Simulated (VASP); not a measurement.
# Ti (Im-3m) in VASP: notebook, part 2 of 2

VASP 6.6.1. Earlier steps stand in the parts before.

## (3) Single point, r2SCAN, collinear spin (16.47 Å³/atom)

This run uses another cell than the first one, of 16.47 Å³/atom.

The input, POSCAR:

```
Ti
1.0
   -1.6027106822      1.6027106822      1.6027106822
    1.6027106822     -1.6027106822      1.6027106822
    1.6027106822      1.6027106822     -1.6027106822
Ti
1
Direct
    0.0000000000      0.0000000000      0.0000000000
```

The input, INCAR.step1:

```
PREC     = Accurate       # precision mode
ENCUT    = 520            # plane-wave cutoff, eV
ISMEAR   = -1             # smearing method
SIGMA    = 0.05           # smearing width, eV
LREAL    = F              # projectors in reciprocal space
LASPH    = T              # aspherical terms in the spheres
NELM     = 150            # most SCF steps
ISPIN    = 2              # spin polarisation
MAGMOM   = 1.059          # initial moments
LMAXMIX  = 4              # l up to which the mixer works
NBANDS   = 16             # bands
GGA      = PE             # functional
ALGO     = Normal         # electronic algorithm
EDIFF    = 1E-4           # SCF threshold, eV
LWAVE    = T              # write WAVECAR
LCHARG   = F              # write CHGCAR
```

The input, INCAR.step2:

```
PREC     = Accurate       # precision mode
ENCUT    = 520            # plane-wave cutoff, eV
EDIFF    = 1E-6           # SCF threshold, eV
ISMEAR   = -1             # smearing method
SIGMA    = 0.05           # smearing width, eV
LREAL    = F              # projectors in reciprocal space
LASPH    = T              # aspherical terms in the spheres
NELM     = 150            # most SCF steps
ALGO     = Normal         # electronic algorithm
ISIF     = 2              # what is computed and relaxed
LWAVE    = F              # write WAVECAR
LCHARG   = T              # write CHGCAR
ISPIN    = 2              # spin polarisation
MAGMOM   = 1.059          # initial moments
LORBIT   = 11             # projections on sites
LMAXMIX  = 4              # l up to which the mixer works
METAGGA  = R2SCAN         # meta-GGA
LMIXTAU  = T            
LELF     = T              # ELF
LVHAR    = T            
NBANDS   = 16             # bands
ISTART   = 1
```

The input, KPOINTS:

```
regular mesh
0
Gamma
  22 22 22
```

Potentials or basis: VASP PAW PBE potentials, release 64 (Ti_sv).

Launch:

```sh
$ cat potpaw_PBE.64/Ti_sv/POTCAR > POTCAR
$ cp INCAR.step1 INCAR
$ mpirun -np 1 vasp_std > vasp.out
$ cp INCAR.step2 INCAR
$ mpirun -np 1 vasp_std > vasp.out
```

OUTCAR:

```text
PREC = Accurate
   ENCUT = 520
   EDIFF = 1E-6
   ISMEAR = -1
   LREAL = F
   LASPH = T
   NELM = 150
   ISIF = 2
   ISPIN = 2
   LORBIT = 11
   METAGGA = R2SCAN
   ISTART = 1

 ion  position               nearest neighbor table
   1  0.000  0.000  0.000-

  LATTYP: Found a body centered cubic cell.
 ALAT       =     3.2054213644

  Lattice vectors:

 A1 = (  -1.6027106822,   1.6027106822,   1.6027106822)
 A2 = (   1.6027106822,  -1.6027106822,   1.6027106822)
 A3 = (   1.6027106822,   1.6027106822,  -1.6027106822)

Analysis of symmetry for initial positions (statically):
=====================================================================
 Subroutine PRICEL returns:
 Original cell was already a primitive cell.

 Routine SETGRP: Setting up the symmetry group for a
 body centered cubic supercell.

 Subroutine GETGRP returns: Found 48 space group operations
 (whereof 48 operations were pure point group operations)
 out of a pool of 48 trial point group operations.

The static configuration has the point symmetry O_h .

Analysis of symmetry for dynamics (positions and initial velocities):
=====================================================================
 Subroutine PRICEL returns:
 Original cell was already a primitive cell.

[... 620 lines left out ...]
      6       9.3261      0.00000
[... 8 lines left out ...]
     15      32.5640      0.00000
     16      35.2386      0.00000

 [... further k-points ...]

 spin component 2

 k-point     1 :       0.0000    0.0000    0.0000
  band No.  band energies     occupation
      1     -50.0907      1.00000
      2     -24.8277      1.00000
      3     -24.8277      1.00000
      4     -24.8277      1.00000
      5       2.2612      1.00000
      6       9.9048      0.00000
[... 435 lines left out ...]
      5       3.6276      1.00000
      6       9.3566      0.00000
[... 8 lines left out ...]
     15      32.5781      0.00000
     16      35.2637      0.00000

 [... further k-points ...]
[... 5 lines left out ...]
  --------------------------------------------------------------------------------------
  -------------------------------------------------------------------------------------
  Total        0.5957998      0.5957998      0.5957998     -0.0000000     -0.0000000      0.0000000
  in kB       57.9676349     57.9676349     57.9676349     -0.0000000     -0.0000000      0.0000000
  external PRESSURE =      57.9676349 kB  Pullay stress =       0.0000000 kB

 VOLUME and BASIS-vectors are now :
 -----------------------------------------------------------------------------
  energy-cutoff  :      520.00
  volume of cell :       16.47
      direct lattice vectors                 reciprocal lattice vectors
    -1.602710682  1.602710682  1.602710682     0.000000000  0.311971465  0.311971465
     1.602710682 -1.602710682  1.602710682     0.311971465  0.000000000  0.311971465
     1.602710682  1.602710682 -1.602710682     0.311971465  0.311971465  0.000000000

 POSITION                                       TOTAL-FORCE (eV/Angst)
 -----------------------------------------------------------------------------------
      0.00000      0.00000      0.00000         0.000000     -0.000000      0.000000
 -----------------------------------------------------------------------------------
    total drift:                                0.000000     -0.000000     -0.000000

  FREE ENERGIE OF THE ION-ELECTRON SYSTEM (eV)
  ---------------------------------------------------
  free  energy   TOTEN  =       -12.8082891517 eV

  energy  without entropy=      -12.7913572275  energy(sigma->0) =      -12.79982319

 total charge

# of ion       s       p       d       tot
------------------------------------------
    1        2.251   6.139   1.903  10.294

 magnetization (x)

# of ion       s       p       d       tot
------------------------------------------
    1        0.000   0.001   0.017   0.018
```

OUTCAR.step1:

```text
PREC = Accurate
   ENCUT = 520
   ISMEAR = -1
   LREAL = F
   LASPH = T
   NELM = 150
[... 1147 lines left out ...]

 POSITION                                       TOTAL-FORCE (eV/Angst)
 -----------------------------------------------------------------------------------
      0.00000      0.00000      0.00000        -0.000000     -0.000000     -0.000000
 -----------------------------------------------------------------------------------
    total drift:                                0.000000      0.000000      0.000000

  FREE ENERGIE OF THE ION-ELECTRON SYSTEM (eV)
  ---------------------------------------------------
  free  energy   TOTEN  =        -7.7225239616 eV

  energy  without entropy=       -7.7051357485  energy(sigma->0) =       -7.71382986
```

Run time: 18 min. Hardware: 1 thread of Intel Xeon 8259CL, shared host; peak memory 0.25 GiB.

Results:

```
Free energy                                           : -12.8083 eV
Pressure                                              : 5.8 GPa
Band gap on the k mesh                                : zero (filled and empty bands overlap)
Net moment                                            : 0.02 μB per cell
Valence electrons inside the program's atomic spheres : Ti 10.29
```

Levels at points of the mesh, in eV from the Fermi level:
Spin up:
| k point | band 2 | band 3 | band 4 | band 5 | band 6 | band 7 | band 8 | band 9 | band 10 | band 11 |
| --- | --- | --- | --- | --- | --- | --- | --- | --- | --- | --- |
| (0.00, 0.00, 0.00) | -33.54 | -33.54 | -33.54 | -6.45 | 1.18 | 1.18 | 1.18 | 3.09 | 3.09 | 18.47 |
| (0.50, 0.00, 0.00) | -34.37 | -33.79 | -33.55 | -2.73 | -0.40 | 1.13 | 3.11 | 3.49 | 4.78 | 9.78 |
| (0.50, 0.50, 0.50) | -34.09 | -34.09 | -34.09 | -2.47 | -2.47 | 4.39 | 4.39 | 4.39 | 9.21 | 9.21 |
Spin down:
| k point | band 4 | band 5 | band 6 | band 7 | band 8 | band 9 |
| --- | --- | --- | --- | --- | --- | --- |
| (0.00, 0.00, 0.00) | -33.52 | -6.43 | 1.21 | 1.21 | 1.21 | 3.10 |
| (0.50, 0.00, 0.00) | -33.53 | -2.70 | -0.37 | 1.15 | 3.13 | 3.50 |
| (0.50, 0.50, 0.50) | -34.07 | -2.46 | -2.46 | 4.41 | 4.41 | 4.41 |

Caveat: the cell stands under pressure; the PAW data sets were made with another functional, which shifts forces and pressure a little.

## (4) Single point, r2SCAN, collinear spin (17.18 Å³/atom)

This run uses another cell than the first one, of 17.18 Å³/atom.

The input, POSCAR:

```
Ti
1.0
   -1.6256096429      1.6256096429      1.6256096429
    1.6256096429     -1.6256096429      1.6256096429
    1.6256096429      1.6256096429     -1.6256096429
Ti
1
Direct
    0.0000000000      0.0000000000      0.0000000000
```

The input, INCAR.step1:

```
PREC = Accurate ; ENCUT = 520
ISMEAR = -1 ; SIGMA = 0.05
LREAL = False ; LASPH = True
NELM = 150 ; ISPIN = 2
MAGMOM = 1.059 ; LMAXMIX = 4
NBANDS = 16 ; GGA = PE
ALGO = Normal ; EDIFF = 1E-4
LWAVE = True ; LCHARG = False
```

The input, INCAR.step2:

```
PREC = Accurate ; ENCUT = 520
EDIFF = 1E-6 ; ISMEAR = -1
SIGMA = 0.05 ; LREAL = False
LASPH = True ; NELM = 150
ALGO = Normal ; ISIF = 2
LWAVE = False ; LCHARG = True
ISPIN = 2 ; MAGMOM = 1.059
LORBIT = 11 ; LMAXMIX = 4
METAGGA = R2SCAN ; LMIXTAU = True
LELF = True ; LVHAR = True
NBANDS = 16 ; ISTART = 1
```

KPOINTS is that of step 3.

Launch:

```sh
$ cat potpaw_PBE.64/Ti_sv/POTCAR > POTCAR
$ cp INCAR.step1 INCAR
$ mpirun -np 1 vasp_std > vasp.out
$ cp INCAR.step2 INCAR
$ mpirun -np 1 vasp_std > vasp.out
```

Run time: 21 min. Hardware: 1 thread of Intel Xeon 8259CL, shared host; peak memory 0.26 GiB.

The run converged. Its results:

```yaml
Free_energy: -12.8224 eV
Pressure: 0.5 GPa
Band_gap_on_the_k_mesh: zero (filled and empty bands overlap)
Net_moment: 0.00 μB per cell
Valence_electrons_inside_the_program's_atomic_spheres: Ti 10.24
```

Levels at points of the mesh, in eV from the Fermi level:
Spin up:
```csv
k point,band 2,band 3,band 4,band 5,band 6,band 7,band 8,band 9,band 10,band 11
"(0.00, 0.00, 0.00)",-33.68,-33.68,-33.68,-6.36,1.15,1.15,1.15,2.96,2.96,18.17
"(0.50, 0.00, 0.00)",-34.40,-33.90,-33.68,-2.61,-0.34,0.99,2.97,3.32,4.54,9.29
"(0.50, 0.50, 0.50)",-34.16,-34.16,-34.16,-2.30,-2.30,4.18,4.18,4.18,8.85,8.85
```
Spin down:
| k point | band 3 | band 4 | band 5 | band 6 | band 7 | band 8 | band 9 | band 10 |
| --- | --- | --- | --- | --- | --- | --- | --- | --- |
| (0.00, 0.00, 0.00) | -33.68 | -33.68 | -6.36 | 1.15 | 1.15 | 1.15 | 2.96 | 2.96 |
| (0.50, 0.00, 0.00) | -33.90 | -33.68 | -2.61 | -0.34 | 0.99 | 2.97 | 3.32 | 4.54 |
| (0.50, 0.50, 0.50) | -34.16 | -34.16 | -2.30 | -2.30 | 4.18 | 4.18 | 4.18 | 8.85 |

Caveat: the PAW data sets were made with another functional, which shifts forces and pressure a little.

## (5) Single point, r2SCAN, collinear spin (19.33 Å³/atom)

This run uses another cell than the first one, of 19.33 Å³/atom.

The input, POSCAR:

```
Ti
1.0
   -1.6907021604      1.6907021604      1.6907021604
    1.6907021604     -1.6907021604      1.6907021604
    1.6907021604      1.6907021604     -1.6907021604
Ti
1
Direct
    0.0000000000      0.0000000000      0.0000000000
```

The input, INCAR.step1:

```
SYSTEM = Ti
ALGO = Normal
EDIFF = 1E-4
ENCUT = 520
GGA = PE
ISMEAR = -1
ISPIN = 2
LASPH = .TRUE.
LCHARG = .FALSE.
LMAXMIX = 4
LREAL = .FALSE.
LWAVE = .TRUE.
MAGMOM = 1.059
NBANDS = 16
NELM = 150
PREC = Accurate
SIGMA = 0.05
```

The input, INCAR.step2:

```
SYSTEM = Ti
ALGO = Normal
EDIFF = 1E-6
ENCUT = 520
ISIF = 2
ISMEAR = -1
ISPIN = 2
ISTART = 1
LASPH = .TRUE.
LCHARG = .FALSE.
LMAXMIX = 4
LMIXTAU = .TRUE.
LORBIT = 11
LREAL = .FALSE.
LWAVE = .FALSE.
MAGMOM = 1.059
METAGGA = R2SCAN
NBANDS = 16
NELM = 150
PREC = Accurate
SIGMA = 0.05
```

The input, KPOINTS:

```
k-points
0
G
  22 22 22
  0 0 0
```

Launch:

```sh
$ cat potpaw_PBE.64/Ti_sv/POTCAR > POTCAR
$ cp INCAR.step1 INCAR
$ mpirun -np 1 vasp_std > vasp.out
$ cp INCAR.step2 INCAR
$ mpirun -np 1 vasp_std > vasp.out
```

It took 4.4 min on 1 thread of Intel Xeon 6975P-C (Granite Rapids), shared host; peak memory 0.27 GiB.

The run converged. Its results:

* Free energy: -12.8486 eV
* Pressure: -6.5 GPa
* Net moment: 1.53 μB per cell
* Site moments: Ti +1.05 μB
* Valence electrons inside the program's atomic spheres: Ti 10.13

Levels at points of the mesh, in eV from the Fermi level:
Spin up:
```csv
k point,band 5,band 6,band 7,band 8,band 9,band 10
"(0.00, 0.00, 0.00)",-6.78,0.18,0.18,0.18,2.44,2.44
"(0.50, 0.00, 0.00)",-2.99,-1.10,0.08,2.21,2.69,3.19
"(0.50, 0.50, 0.50)",-2.17,-2.17,2.88,2.88,2.88,7.00
```
Spin down:
| k point | band 3 | band 4 | band 5 | band 6 | band 7 | band 8 |
| --- | --- | --- | --- | --- | --- | --- |
| (0.00, 0.00, 0.00) | -33.30 | -33.30 | -5.48 | 2.06 | 2.06 | 2.06 |
| (0.50, 0.00, 0.00) | -33.44 | -33.30 | -1.62 | 0.77 | 1.23 | 3.21 |
| (0.50, 0.50, 0.50) | -33.62 | -33.62 | -1.55 | -1.55 | 4.57 | 4.57 |

Caveat: the cell stands under tension; the PAW data sets were made with another functional, which shifts forces and pressure a little.

## (6) Single point, r2SCAN, collinear spin (20.05 Å³/atom)

This run uses another cell than the first one, of 20.05 Å³/atom.

The input, POSCAR:

```
Ti
1.0
   -1.7113225116      1.7113225116      1.7113225116
    1.7113225116     -1.7113225116      1.7113225116
    1.7113225116      1.7113225116     -1.7113225116
Ti
1
Direct
    0.0000000000      0.0000000000      0.0000000000
```

The input, INCAR.step1:

```
SYSTEM = Ti
PREC     = Accurate       ! precision mode
ENCUT    = 520            ! plane-wave cutoff, eV
ISMEAR   = -1             ! smearing method
SIGMA    = 0.05           ! smearing width, eV
LREAL    = .FALSE.        ! projectors in reciprocal space
LASPH    = .TRUE.         ! aspherical terms in the spheres
NELM     = 150            ! most SCF steps
ISPIN    = 2              ! spin polarisation
MAGMOM   = 1.059          ! initial moments
LMAXMIX  = 4              ! l up to which the mixer works
NBANDS   = 16             ! bands
GGA      = PE             ! functional
ALGO     = Normal         ! electronic algorithm
EDIFF    = 1E-4           ! SCF threshold, eV
LWAVE    = .TRUE.         ! write WAVECAR
LCHARG   = .FALSE.        ! write CHGCAR
```

The input, INCAR.step2:

```
SYSTEM = Ti
PREC     = Accurate       ! precision mode
ENCUT    = 520            ! plane-wave cutoff, eV
EDIFF    = 1E-6           ! SCF threshold, eV
ISMEAR   = -1             ! smearing method
SIGMA    = 0.05           ! smearing width, eV
LREAL    = .FALSE.        ! projectors in reciprocal space
LASPH    = .TRUE.         ! aspherical terms in the spheres
NELM     = 150            ! most SCF steps
ALGO     = Normal         ! electronic algorithm
ISIF     = 2              ! what is computed and relaxed
LWAVE    = .FALSE.        ! write WAVECAR
LCHARG   = .FALSE.        ! write CHGCAR
ISPIN    = 2              ! spin polarisation
MAGMOM   = 1.059          ! initial moments
LORBIT   = 11             ! projections on sites
LMAXMIX  = 4              ! l up to which the mixer works
METAGGA  = R2SCAN         ! meta-GGA
LMIXTAU  = .TRUE.       
NBANDS   = 16             ! bands
ISTART   = 1
```

The input, KPOINTS:

```
Automatic mesh
0
G
  22 22 22
  0 0 0
```

Potentials or basis: VASP PAW PBE potentials, release 64 (Ti_sv).

Launch:

```sh
$ cat potpaw_PBE.64/Ti_sv/POTCAR > POTCAR
$ cp INCAR.step1 INCAR
$ mpirun -np 1 vasp_std > vasp.out
$ cp INCAR.step2 INCAR
$ mpirun -np 1 vasp_std > vasp.out
```

It took 4.8 min on 1 thread of Intel Xeon 6975P-C (Granite Rapids), shared host; peak memory 0.27 GiB.

Results (log left out):

* Free energy: -12.7003 eV
* Pressure: -12.8 GPa
* Band gap on the k mesh: zero (filled and empty bands overlap)
* Net moment: 0.00 μB per cell
* Valence electrons inside the program's atomic spheres: Ti 10.07

Levels at points of the mesh, in eV from the Fermi level:
Spin up:
```csv
k point,band 3,band 4,band 5,band 6,band 7,band 8,band 9,band 10
"(0.00, 0.00, 0.00)",-34.18,-34.18,-6.01,0.98,0.98,0.98,2.47,2.47
"(0.50, 0.00, 0.00)",-34.32,-34.18,-2.25,-0.22,0.60,2.45,2.74,3.72
"(0.50, 0.50, 0.50)",-34.48,-34.48,-1.80,-1.80,3.43,3.43,3.43,7.63
```
Spin down:
```
           k point  band 4  band 5  band 6  band 7  band 8  band 9
(0.00, 0.00, 0.00)  -34.18   -6.01    0.98    0.98    0.98    2.47
(0.50, 0.00, 0.00)  -34.18   -2.25   -0.22    0.60    2.45    2.74
(0.50, 0.50, 0.50)  -34.48   -1.80   -1.80    3.43    3.43    3.43
```

Caveat: the cell stands under tension; the PAW data sets were made with another functional, which shifts forces and pressure a little.

## (7) The runs side by side

```csv
cell,gap on the mesh (eV),pressure (GPa),moment (μB)
"a = 2.735 Å, angles 109.5°, 1 atom",none,11.7,0.00
"a = 2.776 Å, angles 109.5°, 1 atom",none,5.8,0.02
"a = 2.816 Å, angles 109.5°, 1 atom",none,0.5,0.00
"a = 2.928 Å, angles 109.5°, 1 atom",none,-6.5,1.53
"a = 2.964 Å, angles 109.5°, 1 atom",none,-12.8,0.00
```

Alike in all rows: task single point; level r2SCAN; potentials or basis VASP PAW PBE potentials, release 64 (Ti_sv); spin collinear; k mesh 22 × 22 × 22; cutoff (eV) 520; smearing fermi-dirac 0.05 eV.

Caveats: the PAW data sets were made with another functional, which shifts forces and pressure a little; the cell stands under pressure (at least some runs); the cell stands under tension (at least some runs).

Total energies depend on the potentials used, so only differences within one code and one set of settings carry meaning.
